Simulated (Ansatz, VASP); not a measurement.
Al in VASP and in Ansatz

File INCAR:

```
SYSTEM = Al
ALGO = Normal
EDIFF = 1E-8
ENCUT = 520
ISIF = 2
ISMEAR = -1
LASPH = .True.
LCHARG = .False.
LEFG = .True.
LREAL = .False.
LWAVE = .False.
NBANDS = 8
NELM = 60
PREC = Accurate
SIGMA = 0.03
```

KPOINTS

```
k-points
0
Gamma
  17 17 17
  0 0 0
```

Contents of POSCAR:

```
Al
1.0
    0.0404796000      2.0442198000      2.0442198000
    2.0442198000      0.0404796000      2.0442198000
    2.0442198000      2.0442198000      0.0404796000
Al
1
Direct
    0.0000000000      0.0000000000      0.0000000000
```

Input for Ansatz:

```yaml
crystal:
  lattice:
    - [0.0404796, 2.0442198, 2.0442198]
    - [2.0442198, 0.0404796, 2.0442198]
    - [2.0442198, 2.0442198, 0.0404796]
  atoms:
    - { symbol: Al, position: [0.0, 0.0, 0.0] }
kpoints:
  mp_grid: { grid: [17, 17, 17] }
scf:
  occupations: { method: fermi_dirac, width: 0.03 }
hamiltonian:
  xc: lda
  pseudopotentials: { kind: paw }
output:
  forces: true
  stress: true
  eigenvalues: true
  efg: { contact_densities: true }
```

Change from the starting cell: equal xy, yz and zx shear strains of +2 %, PAW files.

Alike in both runs: task electric field gradients; functional LDA; k mesh 17 × 17 × 17; occupations fermi-dirac, width 0.03 eV; no spin polarisation.

```csv
,VASP,Ansatz
version,VASP 6.6.1,Ansatz 0.2.0
potentials or method,"VASP PAW LDA potentials, release 64 (Al)","PAW with Ansatz's default frozen-core files, scalar-relativistic"
plane-wave cutoff (eV),520,420
valence electrons in the cell,3,3
```

|  | VASP | Ansatz | Ansatz less VASP |
| --- | --- | --- | --- |
| pressure (GPa) | -3.5 | -3.6 | -0.04 |
| traceless stress, the component that is largest in VASP (GPa) | -0.82 | -0.82 | +0.007 |
| size of Vzz on the site where it differs most (V/Å²) | 4.0 | 3.8 | -0.18 |

LDA's correlation is that of Perdew and Zunger in VASP and of Perdew and Wang (1992) in Ansatz.
